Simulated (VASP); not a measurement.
**Si2P: relaxation of cell and atoms with PBE**

Si2P:

```
CELL_PARAMETERS angstrom
3.45109 0.00000 0.00000
0.00000 3.45109 0.00000
0.00000 0.00000 8.41717
ATOMIC_POSITIONS crystal
Si 0.00000 0.00000 0.00000
Si 0.50000 0.50000 0.00000
Si 0.00000 0.50000 0.35749
Si 0.50000 0.00000 0.64251
P 0.00000 0.50000 0.63740
P 0.50000 0.00000 0.36260
```

The cell was built from a structure type or drawn by symmetry, and may not be a known phase.

| Item | Value |
| --- | --- |
| Program | VASP 6.6.1 |
| Task | relaxation of cell and atoms |
| Functional | PBE |
| Potentials or basis | VASP PAW PBE potentials, release 64 (Si, P) |
| Cutoff | 600 eV |
| k mesh | 12 × 12 × 6 |
| Occupations | gaussian, width 0.1 eV |
| Spin | no spin polarisation |
| Dipole correction | no |
| Further INCAR settings | ALGO = Normal; EDIFF = 1e-06; IBRION = 2; EDIFFG = -0.01; NSW = 100; ISIF = 3 |

* Relaxed volume: 16.46 Å³/atom
* Relaxed cell: a = 3.444 Å, b = 3.444 Å, c = 8.326 Å, α = 90.00°, β = 90.00°, γ = 90.00°
* Space group after relaxing (to 0.1 Å): P4/nmm (No. 129)
* Energy gained by relaxing: 1.5 meV/atom
* Ionic steps: 13
* Pressure after relaxing: 0.0 GPa
* Largest force after relaxing: 0.010 eV/Å
* Band gap on the k mesh: zero (bands 13 and 14 overlap by 4.06 eV)

Forces in eV/Å, atoms in the order of the input:
```
Si   0.000  0.000  0.000
Si   0.000  0.000  0.000
Si   0.000  0.000  0.002
Si   0.000  0.000 -0.002
P    0.000  0.000 -0.010
P    0.000  0.000  0.010
```

The path:
| step | energy change (eV) | largest force (eV/Å) | pressure (GPa) | volume (Å³) |
| --- | --- | --- | --- | --- |
| 1 | 0.0000 | 0.2088 | -0.09 | 100.25 |
| 2 | -0.0061 | 0.0312 | -0.07 | 100.11 |
| 3 | -0.0062 | 0.0450 | -0.07 | 100.12 |
| 4 | -0.0067 | 0.0372 | -0.07 | 100.02 |
| 5 | -0.0078 | 0.0210 | -0.08 | 99.71 |
| 6 | -0.0082 | 0.0311 | -0.10 | 99.09 |
| 7 | -0.0084 | 0.0206 | -0.09 | 99.33 |
| 8 | -0.0084 | 0.0253 | 0.18 | 98.96 |
| 9 | -0.0084 | 0.0232 | 0.07 | 99.13 |
| 10 | -0.0086 | 0.0161 | 0.05 | 99.06 |
| 11 | -0.0089 | 0.0236 | 0.02 | 98.87 |
| 12 | -0.0089 | 0.0279 | 0.01 | 98.79 |
| 13 | -0.0090 | 0.0096 | -0.02 | 98.74 |

Final structure:
```
CELL_PARAMETERS angstrom
3.44387 0.00000 0.00000
0.00000 3.44387 0.00000
0.00000 0.00000 8.32554
ATOMIC_POSITIONS crystal
Si 0.00000 0.00000 0.00000
Si 0.50000 0.50000 0.00000
Si 0.00000 0.50000 0.35262
Si 0.50000 0.00000 0.64738
P 0.00000 0.50000 0.64009
P 0.50000 0.00000 0.35991
```

Levels at points of the mesh, in eV from the Fermi level:
| k point | band 10 | band 11 | band 12 | band 13 | band 14 | band 15 | band 16 | band 17 |
| --- | --- | --- | --- | --- | --- | --- | --- | --- |
| (0.00, 0.00, 0.00) | -1.97 | -1.30 | -1.30 | -0.71 | 0.16 | 1.06 | 2.00 | 2.87 |
| (0.50, 0.00, 0.00) | -1.34 | -1.34 | -1.34 | 1.20 | 1.20 | 1.33 | 1.33 | 1.59 |
| (0.50, 0.50, 0.00) | -5.62 | -5.61 | -5.61 | -1.35 | -1.35 | 0.99 | 0.99 | 2.17 |
| (0.00, 0.00, 0.50) | -1.82 | -0.97 | -0.97 | -0.35 | 0.01 | 0.29 | 1.38 | 2.04 |
| (0.50, 0.00, 0.50) | -1.32 | 0.45 | 0.45 | 0.89 | 0.89 | 1.71 | 1.71 | 1.96 |
| (0.50, 0.50, 0.50) | -4.93 | -4.91 | -4.91 | -2.28 | -2.28 | -0.10 | -0.10 | 4.26 |

Wall time 30 min on 1 thread of Oxide Virtual Turin-like Processor, with other jobs on the host, peak memory 0.32 GiB.
